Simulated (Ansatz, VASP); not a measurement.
**KF: VASP beside Ansatz**

```xyz
2
Lattice="0.0000 2.7970 2.7970 2.7970 0.0000 2.7970 2.7970 2.7970 0.0000" Properties=species:S:1:pos:R:3 pbc="T T T"
K     0.0000    0.0000    0.0000
F     2.7970    2.7970    2.7970
```

Alike in both runs: task single point; functional PBE; k mesh 8 × 8 × 8; no spin polarisation.

|  | VASP | Ansatz |
| --- | --- | --- |
| version | VASP 6.6.1 | Ansatz 0.2.0 |
| potentials or method | VASP PAW PBE potentials, release 64 (K_sv, F), cutoff 600 eV | scalar-relativistic, plane waves, PAW |
| occupations | gaussian, width 0.01 eV | fixed |
| valence electrons in the cell | 16 | 16 |

```csv
,VASP,Ansatz,Ansatz less VASP
gap on the k mesh at the Fermi level (eV),5.50,5.51,+0.012
least direct gap on the mesh (eV),5.50,5.51,+0.012
pressure (GPa),-2.2,-2.2,+0.07
```
